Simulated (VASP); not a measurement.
# WC (P-6m2) in VASP: a series of runs, part 2 of 2

VASP 6.6.1.

### Step 4. Single point, PBE, collinear spin (z stretched by +2 %, then relaxed in part)

Input file INCAR:

```
SYSTEM = WC
  PREC = Accurate
  ENCUT = 520
  EDIFF = 1E-6
  ISMEAR = -1
  SIGMA = 0.05
  LREAL = .FALSE.
  LASPH = .TRUE.
  NELM = 150
  ALGO = Normal
  ISIF = 2
  LWAVE = .FALSE.
  LCHARG = .FALSE.
  ISPIN = 2
  MAGMOM = 2 0
  LORBIT = 11
  LMAXMIX = 4
  GGA = PE
  NBANDS = 20
```

Input file KPOINTS:

```
regular mesh
0
G
  18 18 16
  0 0 0
```

Input file POSCAR:

```
WC
1.0
    2.8982000000      0.0000000000      0.0000000000
   -1.4491000000      2.5099148252      0.0000000000
    0.0000000000      0.0000000000      2.8880280000
W C
1 1
Direct
    0.0000000000      0.0000000000      0.0000000000
    0.6666666667      0.3333333333      0.5000000000
```

Potentials or basis: VASP PAW PBE potentials, release 64 (W_sv, C).

On the command line:

```sh
cat potpaw_PBE.64/W_sv/POTCAR potpaw_PBE.64/C/POTCAR > POTCAR
mpirun -np 1 vasp_std > vasp.out
```

OUTCAR:

```text
SYSTEM = WC
   PREC = Accurate
   ENCUT = 520
   EDIFF = 1E-6
   ISMEAR = -1
   LREAL = .FALSE.
   LASPH = .TRUE.
   NELM = 150
   ISIF = 2
   ISPIN = 2
   LORBIT = 11
   GGA = PE

 ion  position               nearest neighbor table
   1  0.000  0.000  0.000-   2 2.21   2 2.21   2 2.21   2 2.21   2 2.21   2 2.21
   2  0.667  0.333  0.500-   1 2.21   1 2.21   1 2.21   1 2.21   1 2.21   1 2.21

  LATTYP: Found a hexagonal cell.
 ALAT       =     2.8982000000
 C/A-ratio  =     0.9964902353

  Lattice vectors:

 A1 = (   2.8982000000,   0.0000000000,   0.0000000000)
 A2 = (  -1.4491000000,   2.5099148252,   0.0000000000)
 A3 = (   0.0000000000,   0.0000000000,   2.8880280000)

Analysis of symmetry for initial positions (statically):
=====================================================================
 Subroutine PRICEL returns:
 Original cell was already a primitive cell.

 Routine SETGRP: Setting up the symmetry group for a
 hexagonal supercell.

 Subroutine GETGRP returns: Found 12 space group operations
 (whereof 12 operations were pure point group operations)
 out of a pool of 24 trial point group operations.

The static configuration has the point symmetry D_3h.

Analysis of symmetry for dynamics (positions and initial velocities):
=====================================================================
 Subroutine PRICEL returns:
 Original cell was already a primitive cell.

 Routine SETGRP: Setting up the symmetry group for a
 hexagonal supercell.

 Subroutine GETGRP returns: Found 12 space group operations
 (whereof 12 operations were pure point group operations)
 out of a pool of 24 trial point group operations.

The dynamic configuration has the point symmetry D_3h.

Analysis of structural, dynamic, and magnetic symmetry:
=====================================================================
 Subroutine PRICEL returns:
 Original cell was already a primitive cell.

 Routine SETGRP: Setting up the symmetry group for a
 hexagonal supercell.

 Subroutine GETGRP returns: Found 12 space group operations
 (whereof 12 operations were pure point group operations)
 out of a pool of 24 trial point group operations.

The overall configuration has the point symmetry D_3h.

 Subroutine INISYM returns: Found 12 space group operations
 (whereof 12 operations are pure point group operations),
 and found     1 'primitive' translations

----------------------------------------------------------------------------------------

                                     Primitive cell

  volume of cell :      21.0082

  direct lattice vectors                    reciprocal lattice vectors
     2.898200000  0.000000000  0.000000000     0.345041750  0.199209947  0.000000000
    -1.449100000  2.509914825  0.000000000     0.000000000  0.398419895  0.000000000
     0.000000000  0.000000000  2.888028000     0.000000000  0.000000000  0.346257031

  length of vectors
     2.898200000  2.898200000  2.888028000     0.398419895  0.398419895  0.346257031

  position of ions in fractional coordinates (direct lattice)
     0.000000000  0.000000000  0.000000000
     0.666666667  0.333333333  0.500000000

  ion indices of the primitive-cell ions
   primitive index   ion index
                 1           1
[... 53 lines left out ...]
  0.388889  0.111111  0.000000     12.000000
 [... further k-points ...]
   k-points           NKPTS =    333   k-points in BZ     NKDIM =    333   number of bands    NBANDS=     20
   number of dos      NEDOS =    301   number of ions     NIONS =      2
   total plane-waves  NPLWV =  13824
   dimension x,y,z NGX =    24 NGY =   24 NGZ =   24
   dimension x,y,z NGXF=    48 NGYF=   48 NGZF=   48
   ions per type =               1   1
   NGX,Y,Z   is equivalent  to a cutoff of  13.77, 13.77, 13.82 a.u.
   NGXF,Y,Z  is equivalent  to a cutoff of  27.53, 27.53, 27.63 a.u.
 SYSTEM =  WC
   PREC   = accura    normal or accurate (medium, high low for compatibility)
   ISTART =      0    job   : 0-new  1-cont  2-samecut
   ICHARG =      2    charge: 1-file 2-atom 10-const
   ISPIN  =      2    spin polarized calculation?
   LNONCOLLINEAR =      F non collinear calculations
   LSORBIT =      F    spin-orbit coupling
   LASPH  =      T    aspherical Exc in radial PAW
   ENCUT  =  520.0 eV  38.22 Ry    6.18 a.u.   5.39  5.39  5.37*2*pi/ulx,y,z
   NELM   =    150;   NELMIN=  2; NELMDL= -5     # of ELM steps
   EDIFF  = 0.1E-05   stopping-criterion for ELM
   LREAL  =      F    real-space projection
[... 7 lines left out ...]
   TEBEG  =    0.0;   TEEND  =   0.0 temperature during run
   PSTRESS=    0.0 pullay stress
   NELECT =      18.0000    total number of electrons
   NUPDOWN=      -1.0000    fix difference up-down
   EMIN   =  10.00;   EMAX   =-10.00  energy-range for DOS
   EFERMI =   0.00;   METHOD = LEGACY
   ISMEAR =    -1;   SIGMA  =   0.05  broadening in eV -4-tet -1-fermi 0-gaus
   EFERMI_NEDOS =   21; number of points for ismear=-14 and -15
   IALGO  =     38    algorithm
   IMIX   =      4    mixing-type and parameters
     AMIX     =   0.40;   BMIX     =  1.00
     AMIX_MAG =   1.60;   BMIX_MAG =  1.00
  volume/ion in A,a.u.               =      10.50        70.89
  Fermi-wavevector in a.u.,A,eV,Ry     =   1.554901  2.938337 32.895040  2.417717
  Thomas-Fermi vector in A             =   2.658920
   LORBIT       =     11    0 simple, 1 ext, 2 COOP (PROOUT), +10 PAW based schemes
   GGA     = PE    functional components
   LHFCALC =     F    Hartree Fock is set to
   AEXX    =    0.0000 exact exchange contribution
   IVDW    =     0    specifies the selected vdW correction
   LEPSILON=     F    determine dielectric tensor
   LRPA    =     F    only Hartree local field effects (RPA)
 spin polarized calculation
  energy-cutoff  :      520.00
  volume of cell :       21.01
 maximum number of plane-waves:       581
 NGX is ok and might be reduce to    24
   NGX = 11   NGY = 11   NGZ = 11

 number of electron      17.9999998 magnetization      -0.0003479

 number of electron      17.9999998 magnetization       0.0003188

 Free energy of the ion-electron system (eV)
  ---------------------------------------------------
  ext. energy  EPLUGINS =         0.00000000
  ---------------------------------------------------
  free energy    TOTEN  =       -22.43475196 eV

  energy without entropy =      -22.43267383  energy(sigma->0) =      -22.43371290

 E-fermi :  10.8772     XC(G=0): -13.7369

 val. band max:       10.8771693123   @ k =   0.0556   0.0000   0.2500
 cond. band min:      10.9251903447   @ k =   0.4444   0.0556   0.5000
 fundamental gap:      0.0480210325
 Fermi energy:        10.8771762977

 spin component 1

 k-point     1 :       0.0000    0.0000    0.0000
  band No.  band energies     occupation
      1     -63.1328      1.00000
      2     -27.1556      1.00000
      3     -26.9876      1.00000
      4     -26.9876      1.00000
      5      -3.4429      1.00000
      6       6.6233      1.00000
[... 541 lines left out ...]
     19      35.4361      0.00000
     20      37.8789      0.00000

 [... further k-points ...]

 spin component 2

 k-point     1 :       0.0000    0.0000    0.0000
  band No.  band energies     occupation
      1     -63.1350      1.00000
      2     -27.1567      1.00000
      3     -26.9886      1.00000
      4     -26.9886      1.00000
      5      -3.4430      1.00000
      6       6.6231      1.00000
[... 541 lines left out ...]
     19      35.4361      0.00000
     20      37.8787      0.00000

 [... further k-points ...]
[... 5 lines left out ...]
  --------------------------------------------------------------------------------------
  -------------------------------------------------------------------------------------
  Total        0.8102722      0.8102722     -1.2281189     -0.0000000     -0.0000000      0.0000000
  in kB       61.7949204     61.7949204    -93.6617519     -0.0000000     -0.0000000      0.0000000
  external PRESSURE =       9.9760296 kB  Pullay stress =       0.0000000 kB

 VOLUME and BASIS-vectors are now :
 -----------------------------------------------------------------------------
  energy-cutoff  :      520.00
  volume of cell :       21.01
      direct lattice vectors                 reciprocal lattice vectors
     2.898200000  0.000000000  0.000000000     0.345041750  0.199209947  0.000000000
    -1.449100000  2.509914825  0.000000000     0.000000000  0.398419895  0.000000000
     0.000000000  0.000000000  2.888028000     0.000000000  0.000000000  0.346257031

 POSITION                                       TOTAL-FORCE (eV/Angst)
 -----------------------------------------------------------------------------------
      0.00000      0.00000      0.00000        -0.000000      0.000000      0.000000
      1.44910      0.83664      1.44401         0.000000      0.000000      0.000000
 -----------------------------------------------------------------------------------
    total drift:                               -0.000000      0.000000      0.000000

  FREE ENERGIE OF THE ION-ELECTRON SYSTEM (eV)
  ---------------------------------------------------
  free  energy   TOTEN  =       -22.4347519627 eV

  energy  without entropy=      -22.4326738314  energy(sigma->0) =      -22.43371290

 total charge

# of ion       s       p       d       tot
------------------------------------------
    1        2.345   6.416   3.379  12.140
    2        0.853   1.560   0.000   2.413
--------------------------------------------------
tot          3.198   7.976   3.379  14.553

 magnetization (x)

# of ion       s       p       d       tot
------------------------------------------
    1       -0.000  -0.000  -0.000  -0.000
    2        0.000   0.000   0.000   0.000
--------------------------------------------------
tot          0.000   0.000  -0.000  -0.000
```

OSZICAR:

```text
N       E                     dE             d eps       ncg     rms          rms(c)
DAV:   1     0.124883737665E+03    0.12488E+03   -0.85932E+03 26704   0.100E+03
DAV:   2    -0.203339199151E+02   -0.14522E+03   -0.13857E+03 28832   0.299E+02
DAV:   3    -0.249905776275E+02   -0.46567E+01   -0.46137E+01 30460   0.499E+01
DAV:   4    -0.250121672007E+02   -0.21590E-01   -0.21587E-01 29548   0.368E+00
DAV:   5    -0.250122591321E+02   -0.91931E-04   -0.91931E-04 30560   0.242E-01    0.327E+01
DAV:   6    -0.224939333259E+02    0.25183E+01   -0.35186E+00 30712   0.208E+01    0.909E+00
DAV:   7    -0.224643041266E+02    0.29629E-01   -0.44247E-01 28164   0.446E+00    0.675E+00
DAV:   8    -0.224409006237E+02    0.23404E-01   -0.36018E-02 30320   0.139E+00    0.293E+00
DAV:   9    -0.224346635307E+02    0.62371E-02   -0.43764E-03 29348   0.550E-01    0.413E-01
DAV:  10    -0.224347518867E+02   -0.88356E-04   -0.58905E-04 29408   0.205E-01    0.127E-01
DAV:  11    -0.224347400664E+02    0.11820E-04   -0.14925E-04 29908   0.116E-01    0.745E-02
DAV:  12    -0.224347509783E+02   -0.10912E-04   -0.17538E-05 29560   0.400E-02    0.116E-02
DAV:  13    -0.224347519627E+02   -0.98440E-06   -0.20470E-06 25832   0.147E-02
   1 F= -.22434752E+02 E0= -.22433713E+02  d E =-.207813E-02  mag=     0.0001
```

Run time: 6.7 min. Hardware: 1 thread of Oxide Virtual Turin-like, shared host; peak memory 0.28 GiB.

Results:

* Free energy: -22.4348 eV
* Pressure: 1.0 GPa
* Band gap on the k mesh: zero (filled and empty bands overlap)
* Net moment: 0.00 μB per cell
* Valence electrons inside the program's atomic spheres: W 12.14; C 2.41

Stress tensor (GPa, compression positive):
```
 6.18  0.00  0.00
 0.00  6.18  0.00
 0.00  0.00 -9.37
```

Levels at points of the mesh, in eV from the Fermi level:
Spin up:
```csv
k point,band 6,band 7,band 8,band 9,band 10,band 11,band 12,band 13
"(0.00, 0.00, 0.00)",-4.25,-3.11,-3.11,-0.09,3.17,3.17,5.50,5.50
"(0.50, 0.00, 0.00)",-6.91,-3.76,-3.49,-0.30,2.25,4.61,5.04,6.70
"(0.00, 0.00, 0.50)",-8.59,-1.76,-1.76,-0.56,-0.56,3.27,4.62,4.62
"(0.50, 0.00, 0.50)",-6.37,-4.19,-4.07,0.24,4.50,5.09,6.54,9.07
```
Spin down:
| k point | band 7 | band 8 | band 9 | band 10 | band 11 | band 12 |
| --- | --- | --- | --- | --- | --- | --- |
| (0.00, 0.00, 0.00) | -3.11 | -3.11 | -0.09 | 3.17 | 3.17 | 5.50 |
| (0.50, 0.00, 0.00) | -3.76 | -3.49 | -0.30 | 2.25 | 4.61 | 5.04 |
| (0.00, 0.00, 0.50) | -1.76 | -1.76 | -0.56 | -0.56 | 3.26 | 4.62 |
| (0.50, 0.00, 0.50) | -4.19 | -4.07 | 0.24 | 4.50 | 5.09 | 6.54 |

Caveat: the cell differs from its parent crystal (z stretched by +2 %, then relaxed in part); the stress differs along the axes, from -9 to 6 GPa; spin-orbit coupling is left out, which moves the levels of the heavy elements.

### Step 5. Overview

| cell | gap on the mesh (eV) | pressure (GPa) | moment (μB) |
| --- | --- | --- | --- |
| a = 2.898, b = 2.898, c = 2.860 Å, angles 90.0, 90.0, 120.0°, 2 atoms | none | 5.3 | 0.00 |
| a = 2.917, b = 2.917, c = 2.850 Å, angles 90.0, 90.0, 120.0°, 2 atoms | none | 1.7 | 0.00 |
| a = 2.898, b = 2.898, c = 2.888 Å, angles 90.0, 90.0, 120.0°, 2 atoms | none | 1.0 | 0.00 |

Alike in all rows: task single point; level PBE; potentials or basis VASP PAW PBE potentials, release 64 (W_sv, C); spin collinear; k mesh 18 × 18 × 16; cutoff (eV) 520; smearing fermi-dirac 0.05 eV.

Caveats: spin-orbit coupling is left out, which moves the levels of the heavy elements; the stress differs along the axes, from -0 to 8 GPa (at least some runs); the stress differs along the axes, from -9 to 6 GPa (at least some runs).

Absolute energies hang on the potentials; compare differences alone.

The gap in the log of VASP goes by the Fermi energy; the results here count the filled bands.